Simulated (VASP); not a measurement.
A run of VASP 6.6.1:

The input INCAR:

```
PREC = Accurate
ENCUT = 500
EDIFF = 1E-6
ISMEAR = -1
SIGMA = 0.1
LREAL = F
LASPH = T
NELM = 120
ALGO = Normal
ISIF = 2
LWAVE = F
LCHARG = F
NBANDS = 16
GGA_COMPAT = F
```

The input KPOINTS:

```
Automatic mesh
0
Gamma
  6 6 6
```

POSCAR

```
CdSe
1.0
    0.0000000000      2.8219311556      2.8219311556
    2.8219311556      0.0000000000      2.8219311556
    2.8219311556      2.8219311556      0.0000000000
Cd Se
1 1
Direct
    0.0000000000      0.0000000000      0.0000000000
    0.5000000000      0.5000000000      0.5000000000
```

Potentials or basis: VASP PAW LDA potentials, release 64 (Cd, Se).

Launch:

```console
$ cat potpaw_LDA.64/Cd/POTCAR potpaw_LDA.64/Se/POTCAR > POTCAR
$ mpirun -np 1 vasp_std > vasp.out
```

Hardware: 1 thread of Intel Xeon 8259CL (shared host).

Question: Estimate the wall time of this run.

Answer: Wall time 20 s on 1 thread of Intel Xeon 8259CL (shared host), peak memory 0.15 GiB. Counts: scf iterations 12, k points 16.
